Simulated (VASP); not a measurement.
# C in VASP: single point with PBE+D3(BJ)

Aim: the single point of C with PBE+D3(BJ).

Everything below comes from runs of VASP 6.6.1. Logs are shortened: lines on timing, memory, paths and dates and some standing lists are left out, and cuts for length are marked.

## (1) The cell of the first run

The cell holds a slab with vacuum, 4 atoms: a = 2.466 Å, b = 2.466 Å, c = 17.500 Å, α = 90.00°, β = 90.00°, γ = 120.00°.

## (2) Single point, PBE+D3(BJ)

INCAR reads:

```
SYSTEM = C
ALGO     = Normal         ! electronic algorithm
DIPOL    = 0.5 0.5 0.360
EDIFF    = 1E-7           ! SCF threshold, eV
ENCUT    = 520            ! plane-wave cutoff, eV
GGA      = PE             ! functional
IDIPOL   = 3            
ISIF     = 2              ! what is computed and relaxed
ISMEAR   = 0              ! smearing method
IVDW     = 12             ! dispersion correction
LASPH    = .True.         ! aspherical terms in the spheres
LCHARG   = .True.         ! write CHGCAR
LDIPOL   = .True.       
LELF     = .True.         ! ELF
LREAL    = .False.        ! projectors in reciprocal space
LVACPOTAV= .True.       
LVHAR    = .True.       
LWAVE    = .False.        ! write WAVECAR
NBANDS   = 16             ! bands
NELM     = 100            ! most SCF steps
PREC     = Accurate       ! precision mode
SIGMA    = 0.1            ! smearing width, eV
```

KPOINTS reads:

```
k-points
0
Gamma
  15 15 1
  0 0 0
```

POSCAR reads:

```
C
1.0
    2.4656524409      0.0000000000      0.0000000000
   -1.2328262205      2.1353176508      0.0000000000
    0.0000000000      0.0000000000     17.5000663883
C
4
Direct
    0.6666666667      0.3333333333      0.2571437784
    0.3333333333      0.6666666667      0.2571418816
    0.6666666667      0.5000000000      0.4634306070
    1.0000000000      0.1666666667      0.4634287102
```

Potentials or basis: VASP PAW PBE potentials, release 64 (C).

Started as:

```sh
> cat potpaw_PBE.64/C/POTCAR > POTCAR
> mpirun -np 1 vasp_std > vasp.out
```

OUTCAR:

```text
SYSTEM = C
   EDIFF = 1E-7
   ENCUT = 520
   GGA = PE
   ISIF = 2
   ISMEAR = 0
   IVDW = 12
   LASPH = .True.
   LREAL = .False.
   NELM = 100
   PREC = Accurate
 IVDW          = 12

 ion  position               nearest neighbor table
   1  0.667  0.333  0.257-   2 1.42   2 1.42   2 1.42
   2  0.333  0.667  0.257-   1 1.42   1 1.42   1 1.42
   3  0.667  0.500  0.463-   4 1.42   4 1.42   4 1.42
   4  0.000  0.167  0.463-   3 1.42   3 1.42   3 1.42

  LATTYP: Found a hexagonal cell.
 ALAT       =     2.4656524409
 C/A-ratio  =     7.0975398227

  Lattice vectors:

 A1 = (   2.4656524409,   0.0000000000,   0.0000000000)
 A2 = (  -1.2328262205,   2.1353176508,   0.0000000000)
 A3 = (   0.0000000000,   0.0000000000,  17.5000663883)

Analysis of symmetry for initial positions (statically):
=====================================================================
 Subroutine PRICEL returns:
 Original cell was already a primitive cell.

 Routine SETGRP: Setting up the symmetry group for a
 hexagonal supercell.

 Subroutine GETGRP returns: Found  2 space group operations
 (whereof  1 operations were pure point group operations)
 out of a pool of 24 trial point group operations.

The static configuration has the point symmetry C_1 .
 The point group associated with its full space group is S_2 .

Analysis of symmetry for dynamics (positions and initial velocities):
=====================================================================
 Subroutine PRICEL returns:
 Original cell was already a primitive cell.

 Routine SETGRP: Setting up the symmetry group for a
 hexagonal supercell.

 Subroutine GETGRP returns: Found  2 space group operations
 (whereof  1 operations were pure point group operations)
 out of a pool of 24 trial point group operations.

The dynamic configuration has the point symmetry C_1 .
 The point group associated with its full space group is S_2 .

 Subroutine INISYM returns: Found  2 space group operations
 (whereof  1 operations are pure point group operations),
 and found     1 'primitive' translations

----------------------------------------------------------------------------------------

                                     Primitive cell

  volume of cell :      92.1370

  direct lattice vectors                    reciprocal lattice vectors
     2.465652441  0.000000000  0.000000000     0.405572166  0.234157199  0.000000000
    -1.232826221  2.135317651  0.000000000     0.000000000  0.468314398  0.000000000
     0.000000000  0.000000000 17.500066388     0.000000000  0.000000000  0.057142640

  length of vectors
     2.465652441  2.465652441 17.500066388     0.468314398  0.468314398  0.057142640

  position of ions in fractional coordinates (direct lattice)
     0.666666667  0.333333333  0.257143778
     0.333333333  0.666666667  0.257141882
     0.666666667  0.500000000  0.463430607
     0.000000000  0.166666667  0.463428710

  ion indices of the primitive-cell ions
   primitive index   ion index
                 1           1
                 2           2
                 3           3
                 4           4

----------------------------------------------------------------------------------------

 KPOINTS: k-points

Automatic generation of k-mesh.
 Grid dimensions read from file:
 generate k-points for:   15   15    1

 Generating k-lattice:

  Cartesian coordinates                     Fractional coordinates (reciprocal lattice)
     0.027038144  0.015610480  0.000000000     0.066666667  0.000000000  0.000000000
     0.000000000  0.031220960  0.000000000     0.000000000  0.066666667  0.000000000
     0.000000000  0.000000000  0.057142640     0.000000000  0.000000000  1.000000000

  Length of vectors
     0.031220960  0.031220960  0.057142640

  Shift w.r.t. Gamma in fractional coordinates (k-lattice)
     0.000000000  0.000000000  0.000000000

 Subroutine IBZKPT returns following result:
 ===========================================

 Found    113 irreducible k-points:

 Following reciprocal coordinates:
            Coordinates               Weight
  0.000000  0.000000  0.000000      1.000000
  0.066667  0.000000  0.000000      2.000000
  0.000000  0.066667  0.000000      2.000000
 -0.066667  0.066667  0.000000      2.000000
  0.133333 -0.000000  0.000000      2.000000
  0.000000  0.133333  0.000000      2.000000
[... 16 lines left out ...]
  0.066667  0.066667  0.000000      2.000000
 -0.066667  0.133333  0.000000      2.000000
 [... further k-points ...]
   k-points           NKPTS =    113   k-points in BZ     NKDIM =    113   number of bands    NBANDS=     16
   number of dos      NEDOS =    301   number of ions     NIONS =      4
   total plane-waves  NPLWV =  45360
   dimension x,y,z NGX =    18 NGY =   18 NGZ =  140
   dimension x,y,z NGXF=    36 NGYF=   36 NGZF=  280
   ions per type =               4
   NGX,Y,Z   is equivalent  to a cutoff of  12.14, 12.14, 13.30 a.u.
   NGXF,Y,Z  is equivalent  to a cutoff of  24.27, 24.27, 26.60 a.u.
 SYSTEM =  C
   PREC   = accura    normal or accurate (medium, high low for compatibility)
   ISTART =      0    job   : 0-new  1-cont  2-samecut
   ICHARG =      2    charge: 1-file 2-atom 10-const
   ISPIN  =      1    spin polarized calculation?
   LNONCOLLINEAR =      F non collinear calculations
   LSORBIT =      F    spin-orbit coupling
   LASPH  =      T    aspherical Exc in radial PAW
   ENCUT  =  520.0 eV  38.22 Ry    6.18 a.u.   4.58  4.58 32.54*2*pi/ulx,y,z
   NELM   =    100;   NELMIN=  2; NELMDL= -5     # of ELM steps
   EDIFF  = 0.1E-06   stopping-criterion for ELM
   LREAL  =      F    real-space projection
   EDIFFG = 0.1E-05   stopping-criterion for IOM
   NSW    =      0    number of steps for IOM
   IBRION =     -1    ionic relax: 0-MD 1-quasi-New 2-CG
   NFREE  =      0    steps in history (QN), initial steepest desc. (CG)
   ISIF   =      2    stress and relaxation
   ISYM   =      2    0-nonsym 1-usesym 2-fastsym
   POTIM  = 0.5000    time-step for ionic-motion
   TEBEG  =    0.0;   TEEND  =   0.0 temperature during run
   PSTRESS=    0.0 pullay stress
   NELECT =      16.0000    total number of electrons
   NUPDOWN=      -1.0000    fix difference up-down
   EMIN   =  10.00;   EMAX   =-10.00  energy-range for DOS
   EFERMI =   0.00;   METHOD = LEGACY
   ISMEAR =     0;   SIGMA  =   0.10  broadening in eV -4-tet -1-fermi 0-gaus
   EFERMI_NEDOS =   21; number of points for ismear=-14 and -15
   IALGO  =     38    algorithm
   IMIX   =      4    mixing-type and parameters
     AMIX     =   0.40;   BMIX     =  1.00
     AMIX_MAG =   1.60;   BMIX_MAG =  1.00
  volume/ion in A,a.u.               =      23.03       155.44
  Fermi-wavevector in a.u.,A,eV,Ry     =   0.913349  1.725980 11.350070  0.834207
  Thomas-Fermi vector in A             =   2.037850
   LORBIT       =      0    0 simple, 1 ext, 2 COOP (PROOUT), +10 PAW based schemes
   GGA     = PE    functional components
   LHFCALC =     F    Hartree Fock is set to
   AEXX    =    0.0000 exact exchange contribution
   IVDW    =    12    specifies the selected vdW correction
   LEPSILON=     F    determine dielectric tensor
   LRPA    =     F    only Hartree local field effects (RPA)
 non-spin polarized calculation
 Gauss-broadening in eV      SIGMA  =   0.10
  energy-cutoff  :      520.00
  volume of cell :       92.14
 maximum number of plane-waves:      2516
   NGX =  9   NGY =  9   NGZ = 65

 dipolmoment           0.000000      0.000000      0.000128 electrons x Angstroem

 number of electron      15.9999997 magnetization

 dipolmoment           0.000000      0.000000     -0.000259 electrons x Angstroem

 Free energy of the ion-electron system (eV)
  ---------------------------------------------------
  ext. energy  EPLUGINS =         0.00000000
  ---------------------------------------------------
  free energy    TOTEN  =       -36.89035735 eV

  energy without entropy =      -36.88974336  energy(sigma->0) =      -36.89005036

 E-fermi :  -0.8250     XC(G=0):  -4.4794

 val. band max:       -0.8963485910   @ k =   0.3333   0.3333   0.0000
 cond. band min:      -0.7538544234   @ k =   0.3333   0.3333   0.0000
 fundamental gap:      0.1424941676
 Fermi energy:        -0.8250193293

 k-point     1 :       0.0000    0.0000    0.0000
  band No.  band energies     occupation
      1     -20.3841      2.00000
      2     -20.3008      2.00000
      3      -8.7655      2.00000
      4      -8.1022      2.00000
      5      -3.8645      2.00000
      6      -3.8631      2.00000
[... 8 lines left out ...]
     15       7.4902      0.00000
     16       7.4954      0.00000

 k-point     2 :       0.0667    0.0000    0.0000
  band No.  band energies     occupation
      1     -20.2787      2.00000
      2     -20.1960      2.00000
      3      -8.6387      2.00000
      4      -7.9783      2.00000
      5      -4.2891      2.00000
      6      -4.2811      2.00000
[... 8 lines left out ...]
     15       7.5547      0.00000
     16       7.9413      0.00000

 k-point     3 :       0.0000    0.0667    0.0000
  band No.  band energies     occupation
      1     -20.2787      2.00000
      2     -20.1960      2.00000
      3      -8.6387      2.00000
      4      -7.9783      2.00000
      5      -4.2886      2.00000
      6      -4.2818      2.00000
[... 8 lines left out ...]
     15       7.5508      0.00000
     16       7.9341      0.00000
[... 362 lines left out ...]
 k-point    23 :       0.0667    0.0667    0.0000
  band No.  band energies     occupation
      1     -20.0684      2.00000
      2     -19.9868      2.00000
      3      -8.3861      2.00000
      4      -7.7316      2.00000
      5      -5.0119      2.00000
      6      -5.0074      2.00000
[... 8 lines left out ...]
     15       7.7319      0.00000
     16       8.7176      0.00000

 k-point    24 :      -0.0667    0.1333    0.0000
  band No.  band energies     occupation
      1     -20.0684      2.00000
      2     -19.9868      2.00000
      3      -8.3861      2.00000
      4      -7.7317      2.00000
      5      -5.0134      2.00000
      6      -5.0057      2.00000
[... 8 lines left out ...]
     15       7.7365      0.00000
     16       8.7177      0.00000

 [... further k-points ...]

------------------------ aborting loop because EDIFF is reached ----------------------------------------

 Edisp (eV)   -0.45605

 E8    (eV) :    -0.1354

  FORCE on cell =-STRESS in cart. coord.  units (eV):
  Direction    XX          YY          ZZ          XY          YZ          ZX
  --------------------------------------------------------------------------------------
  -------------------------------------------------------------------------------------
  Total       0.14778     0.12852    -0.16816    -0.00364    -0.00742     0.01254
  in kB       2.56968     2.23480    -2.92422    -0.06322    -0.12902     0.21800
  external pressure =        0.63 kB  Pullay stress =        0.00 kB

 VOLUME and BASIS-vectors are now :
 -----------------------------------------------------------------------------
  energy-cutoff  :      520.00
  volume of cell :       92.14
      direct lattice vectors                 reciprocal lattice vectors
     2.465652441  0.000000000  0.000000000     0.405572166  0.234157199  0.000000000
    -1.232826221  2.135317651  0.000000000     0.000000000  0.468314398  0.000000000
     0.000000000  0.000000000 17.500066388     0.000000000  0.000000000  0.057142640

 POSITION                                       TOTAL-FORCE (eV/Angst)
 -----------------------------------------------------------------------------------
      1.23283      0.71177      4.50003        -0.001744      0.001608      0.023111
     -0.00000      1.42355      4.50000        -0.001726      0.000444      0.016325
      1.02736      1.06766      8.11007         0.001744     -0.001608     -0.023111
     -0.20547      0.35589      8.11003         0.001726     -0.000444     -0.016325
 -----------------------------------------------------------------------------------
    total drift:                               -0.000000      0.000002     -0.059234

  FREE ENERGIE OF THE ION-ELECTRON SYSTEM (eV)
  ---------------------------------------------------
  free  energy   TOTEN  =       -37.3464111701 eV

  energy  without entropy=      -37.3457971795  energy(sigma->0) =      -37.34610417

 vacuum level on the upper side and lower side of the slab         3.432         3.440
```

Run time: 3.4 min. Hardware: 1 thread of AMD EPYC 7R13 (Zen 3), shared host; peak memory 0.24 GiB.

What came out:

```
Free energy                : -37.3464 eV
Largest force              : 0.023 eV/Å
Band gap on the k mesh     : 0.14 eV, direct
Dispersion energy per atom : -0.114 eV
```

Forces on the atoms (eV/Å):
```
C   -0.002  0.002  0.023
C   -0.002  0.000  0.016
C    0.002 -0.002 -0.023
C    0.002  0.000 -0.016
```
